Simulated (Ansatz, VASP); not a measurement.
# AlN in VASP and in Ansatz

```
CELL_PARAMETERS angstrom
0.00000 2.18399 2.18399
2.18399 0.00000 2.18399
2.18399 2.18399 0.00000
ATOMIC_POSITIONS crystal
Al 0.00000 0.00000 0.00000
N 0.25000 0.25000 0.25000
```

Alike in both runs: task single point; functional b88 exchange, pbe correlation; k mesh 10 × 10 × 10; occupations fermi-dirac, width 0.05 eV; no spin polarisation.

|  | VASP | Ansatz |
| --- | --- | --- |
| version | VASP 6.6.1 | Ansatz 0.2.0 |
| potentials or method | VASP PAW PBE potentials, release 64 (Al, N) | Ansatz PAW |
| plane-wave cutoff (eV) | 600 | 420 |
| valence electrons in the cell | 8 | 8 |

VASP gave:

```
gap on the k mesh at the Fermi level (eV) : 3.34
least direct gap on the mesh (eV)         : 4.21
pressure (GPa)                            : 4.5
```

Question: What did Ansatz give for the same quantities?

Answer: gap on the k mesh at the Fermi level (eV): 3.35; least direct gap on the mesh (eV): 4.20; pressure (GPa): 5.0.

VASP's potentials were made for PBE, not for b88 exchange, pbe correlation.
